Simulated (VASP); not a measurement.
Input of a VASP 6.6.1 run:

Contents of INCAR:

```
ALGO = Normal
EDIFF = 1E-6
EDIFFG = -0.04
ENCUT = 600
GGA = PE
IBRION = 2
ISIF = 3
ISMEAR = 0
LASPH = True
LCHARG = False
LREAL = False
LWAVE = False
NELM = 80
NSW = 90
PREC = Accurate
SIGMA = 0.1
```

The input KPOINTS:

```
k-points
0
Gamma
  4 4 4
```

Contents of POSCAR:

```
Nb5O
1.0
    0.0000000000      3.4830633400      3.4830633400
    3.4830633400      0.0000000000      3.4830633400
    3.4830633400      3.4830633400      0.0000000000
Nb O
5 1
Direct
    0.7500000000      0.7500000000      0.7500000000
    0.3759736600      0.3759736600      0.8720790100
    0.3759736600      0.8720790100      0.3759736600
    0.3759736600      0.3759736600      0.3759736600
    0.8720790100      0.3759736600      0.3759736600
    0.0000000000      0.0000000000      0.0000000000
```

Potentials or basis: VASP PAW PBE potentials, release 64 (Nb_sv, O).

Run with:

```console
$ cat potpaw_PBE.64/Nb_sv/POTCAR potpaw_PBE.64/O/POTCAR > POTCAR
$ mpirun -np 1 vasp_std > vasp.out
```

Estimate the space group after relaxing (to 0.1 Å).

F-43m (No. 216).

Predict the relaxed cell.

a = 5.379 Å, b = 5.379 Å, c = 5.379 Å, α = 60.00°, β = 60.00°, γ = 60.00°.

Final structure:
```
Nb O
1.0
     0.00000    3.80368    3.80368
     3.80368    0.00000    3.80368
     3.80368    3.80368    0.00000
Nb O
5 1
Direct
  0.75000 0.75000 0.75000
  0.37726 0.37726 0.86821
  0.37726 0.86821 0.37726
  0.37726 0.37726 0.37726
  0.86821 0.37726 0.37726
  0.00000 0.00000 0.00000
```
